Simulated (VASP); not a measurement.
Input of a VASP 6.6.1 run:

The input INCAR:

```
SYSTEM = TaC
PREC = Accurate
ENCUT = 700
EDIFF = 1E-6
ISMEAR = 0
SIGMA = 0.1
LREAL = .FALSE.
LASPH = .TRUE.
NELM = 120
ALGO = Normal
ISIF = 2
LWAVE = .FALSE.
LCHARG = .FALSE.
GGA = CA
NBANDS = 16
GGA_COMPAT = .FALSE.
```

KPOINTS

```
Automatic mesh
0
G
  8 8 8
  0 0 0
```

Contents of POSCAR:

```
TaC
1.0
    0.0000000000      2.2270000000      2.2270000000
    2.2270000000      0.0000000000      2.2270000000
    2.2270000000      2.2270000000      0.0000000000
Ta C
1 1
Direct
    0.0000000000      0.0000000000      0.0000000000
    0.5000000000      0.5000000000      0.5000000000
```

Potentials or basis: VASP PAW LDA potentials, release 64 (Ta_sv_GW, C).

Command:

```sh
$ cat potpaw_LDA.64/Ta_sv_GW/POTCAR potpaw_LDA.64/C/POTCAR > POTCAR
$ mpirun -np 1 vasp_std > vasp.out
```

Problem. Estimate the band gap on the k mesh.

Solution. Zero (an odd number of electrons rules out a gap without spin polarisation).

Problem. Estimate the pressure.

Solution. -8.3 GPa.

Caveat: the cell stands under tension; spin-orbit coupling is left out, which moves the levels of the heavy elements; an odd number of electrons without spin polarisation forces a metal; a magnetic or distorted state may lie lower.
